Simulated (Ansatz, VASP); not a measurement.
# MgSnSb2: VASP beside Ansatz

```
Mg Sb Sn
1.0
     4.66042    0.00000    0.00000
     0.00000    4.66042    0.00000
     0.00000    0.00000    6.58497
Mg Sb Sn
1 2 1
Direct
  0.00000 0.00000 0.00000
  0.00000 0.50000 0.24098
  0.50000 0.00000 0.75902
  0.50000 0.50000 0.50000
```

Alike in both runs: task single point; functional PBE; k mesh 4 × 4 × 4; occupations fermi-dirac, width 0.02 eV; no spin polarisation.

```csv
,VASP,Ansatz
version,VASP 6.6.1,Ansatz 0.2.0
potentials or method,"VASP PAW PBE potentials, release 64 (Mg, Sb, Sn_d)","plane waves, PAW"
plane-wave cutoff (eV),520,420
valence electrons in the cell,26,54
```

|  | VASP | Ansatz | Ansatz less VASP |
| --- | --- | --- | --- |
| pressure (GPa) | 0.2 | 0.1 | -0.02 |
| rms of the force components (eV/Å) | 0.003 | 0.006 | +0.0034 |

VASP's potentials hold 26 valence electrons a cell and Ansatz's 54, so a difference there can come from the potentials and not from the codes.

Neither program's run includes spin-orbit coupling.
